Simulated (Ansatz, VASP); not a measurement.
Al3CrN4 in VASP and in Ansatz

INCAR

```
SYSTEM = Al3CrN4
ALGO = Normal ; EDIFF = 1E-7
ENCUT = 520 ; GGA = PE
ISIF = 2 ; ISMEAR = 0
ISPIN = 2 ; LASPH = .TRUE.
LCHARG = .FALSE. ; LMAXMIX = 4
LORBIT = 11 ; LREAL = .FALSE.
LWAVE = .FALSE. ; MAGMOM = 0 0 0 2.52 0 0 0 0
NBANDS = 34 ; NELM = 150
PREC = Accurate ; SIGMA = 0.1
```

Contents of KPOINTS:

```
k-points
0
G
  14 14 6
  0 0 0
```

Contents of POSCAR:

```
Al3CrN4
1.0
    2.9019868162      0.0000000000      0.0000000000
    0.0000000000      2.9019868162      0.0000000000
    0.0000000000      0.0000000000      8.1962437820
Al Cr N
3 1 4
Direct
    0.5000000000      0.5000000000      0.2510239862
    0.0000000000      0.0000000000      0.5000000000
    0.5000000000      0.5000000000      0.7489760138
    0.0000000000      0.0000000000      0.0000000000
    0.0000000000      0.0000000000      0.2537447361
    0.5000000000      0.5000000000      0.5000000000
    0.0000000000      0.0000000000      0.7462552639
    0.5000000000      0.5000000000      0.0000000000
```

Input for Ansatz:

```yaml
crystal:
  lattice:
    - [2.9019868162, 0.0, 0.0]
    - [0.0, 2.9019868162, 0.0]
    - [0.0, 0.0, 8.196243782]
  atoms:
    - { symbol: Al, position: [0.5, 0.5, 0.2510239862] }
    - { symbol: Al, position: [0.0, 0.0, 0.5] }
    - { symbol: Al, position: [0.5, 0.5, 0.7489760138] }
    - { symbol: Cr, position: [0.0, 0.0, 0.0], spin: 2.52 }
    - { symbol: "N", position: [0.0, 0.0, 0.2537447361] }
    - { symbol: "N", position: [0.5, 0.5, 0.5] }
    - { symbol: "N", position: [0.0, 0.0, 0.7462552639] }
    - { symbol: "N", position: [0.5, 0.5, 0.0] }
basis:
  ecutwfc: 420
kpoints:
  mp_grid: { grid: [14, 14, 6] }
  band_path:
    path:
      - [[0.0, 0.0, 0.0], [0.0, 0.5, 0.0], [0.5, 0.5, 0.0], [0.0, 0.0, 0.0], [0.0, 0.0, 0.5], [0.0, 0.5, 0.5], [0.5, 0.5, 0.5], [0.0, 0.0, 0.5]]
      - [[0.0, 0.5, 0.0], [0.0, 0.5, 0.5]]
      - [[0.5, 0.5, 0.0], [0.5, 0.5, 0.5]]
    npoints: 14
hamiltonian:
  xc: pbe
scf:
  occupations: { method: gaussian, width: 0.1 }
  n_extra_bands: 20
output:
  forces: true
  stress: true
  eigenvalues: true
  populations: true
  dos: { projected: true, de: 0.02, nscf_kmesh: { grid: [17, 17, 8] } }
  bader: true
  write_density: true
  write_potential: true
  elf: true
  volumetric_format: npy
magnetization:
  spin_polarized: true
checkpoint:
  read: start.run
  write: ck
  compress: false
  write_wavefunctions: false
  write_every: 100000
```

Alike in both runs: task single point; functional PBE; k mesh 14 × 14 × 6; occupations gaussian, width 0.1 eV; collinear spin.

|  | VASP | Ansatz |
| --- | --- | --- |
| version | VASP 6.6.1 | Ansatz 0.2.0 |
| potentials or method | VASP PAW PBE potentials, release 64 (Al, Cr_pv, N), cutoff 520 eV | scalar-relativistic, plane waves, PAW |
| valence electrons in the cell | 41 | 43 |

|  | VASP | Ansatz | Ansatz less VASP |
| --- | --- | --- | --- |
| gap on the k mesh at the Fermi level (eV) | none | none | - |
| pressure (GPa) | -0.1 | 0.0 | +0.07 |
| rms of the force components (eV/Å) | 0.006 | 0.000 | -0.0059 |
| net moment per atom (μB) | 0.36 | 0.36 | 0.000 |
| size of the moment on the site where the two differ most (μB) | 2.65 | 2.29 | -0.358 |

Site moments also hang on the region over which each program counts them. Atom by atom the forces differ by 0.006 eV/Å (rms over components). A gap of «none» marks a metal or a gap that the smearing closes. The functional is the same, so the differences come from potentials, cutoffs and numerics. VASP's potentials hold 41 valence electrons a cell and Ansatz's 43, so a difference there can come from the potentials and not from the codes. Ansatz's warnings: stability check not made.
